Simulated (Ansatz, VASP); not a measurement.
Two plane-wave programs on InSe

```
CELL_PARAMETERS angstrom
4.04733 0.00000 0.00000
-2.02366 3.50509 0.00000
0.00000 0.00000 18.05206
ATOMIC_POSITIONS crystal
In 0.00000 0.00000 0.57739
In 0.00000 0.00000 0.42261
In 0.33333 0.66667 0.92261
In 0.33333 0.66667 0.07739
Se 0.65715 0.31430 0.85300
Se 0.66667 0.33333 0.14700
Se 0.33333 0.66667 0.64702
Se 0.33333 0.66667 0.35298
```

Alike in both runs: task single point; functional PBEsol; k mesh 12 × 12 × 2; occupations gaussian, width 0.05 eV; no spin polarisation.

|  | VASP | Ansatz |
| --- | --- | --- |
| version | VASP 6.6.1 | Ansatz 0.2.0 |
| potentials or method | VASP PAW PBE potentials, release 64 (In_d, Se), cutoff 520 eV | scalar-relativistic, plane waves, PAW |
| valence electrons in the cell | 76 | 116 |

|  | VASP | Ansatz | Ansatz less VASP |
| --- | --- | --- | --- |
| gap on the k mesh at the Fermi level (eV) | 0.63 | 0.64 | +0.011 |
| least direct gap on the mesh (eV) | 0.63 | 0.64 | +0.011 |
| pressure (GPa) | -0.7 | -0.8 | -0.05 |
| traceless stress, the component that is largest in VASP (GPa) | -0.33 | -0.33 | +0.002 |
| rms of the force components (eV/Å) | 0.110 | 0.107 | -0.0037 |

VASP's potentials were made for PBE, not for PBEsol. Atom by atom the forces differ by 0.011 eV/Å (rms over components). VASP's potentials hold 76 valence electrons a cell and Ansatz's 116, so a difference there can come from the potentials and not from the codes.
